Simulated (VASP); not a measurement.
Wanted: the native input for a VASP 6.6.1 run.

```
Task                   : single point
Functional             : PBE
Potentials or basis    : VASP PAW PBE potentials, release 64 (Nb_sv, C)
Cutoff                 : 600 eV
k mesh                 : 5 × 5 × 5
Occupations            : methfessel-paxton, width 0.2 eV
Spin                   : no spin polarisation
Dipole correction      : no
Further INCAR settings : ALGO = Normal; EDIFF = 1e-06; NBANDS = 16
```

The structure of NbC (Niobocarbide) lies in POSCAR:

```
NbC
1.0
    0.0000000000      2.2345500000      2.2345500000
    2.2345500000      0.0000000000      2.2345500000
    2.2345500000      2.2345500000      0.0000000000
Nb C
1 1
Direct
    0.0000000000      0.0000000000      0.0000000000
    0.5000000000      0.5000000000      0.5000000000
```

These files were run (other wordings do the same):

INCAR

```
SYSTEM = NbC
PREC     = Accurate       ! precision mode
ENCUT    = 600            ! plane-wave cutoff, eV
EDIFF    = 1E-6           ! SCF threshold, eV
ISMEAR   = 1              ! smearing method
SIGMA    = 0.2            ! smearing width, eV
LREAL    = .FALSE.        ! projectors in reciprocal space
LASPH    = .TRUE.         ! aspherical terms in the spheres
NELM     = 120            ! most SCF steps
ALGO     = Normal         ! electronic algorithm
ISIF     = 2              ! what is computed and relaxed
LWAVE    = .FALSE.        ! write WAVECAR
LCHARG   = .FALSE.        ! write CHGCAR
GGA      = PE             ! functional
NBANDS   = 16             ! bands
GGA_COMPAT= .FALSE.
```

KPOINTS

```
regular mesh
0
G
  5 5 5
  0 0 0
```

Potentials or basis: VASP PAW PBE potentials, release 64 (Nb_sv, C).

Launch:

```console
$ cat potpaw_PBE.64/Nb_sv/POTCAR potpaw_PBE.64/C/POTCAR > POTCAR
$ mpirun -np 1 vasp_std > vasp.out
```

It gave:

```json
{"Pressure": "2.6 GPa"}
```

Caveat: the k points lie up to 0.49 Å⁻¹ apart.

Wall time 13 s on 1 thread of Intel Xeon 8259CL, with other jobs on the host, peak memory 0.15 GiB.
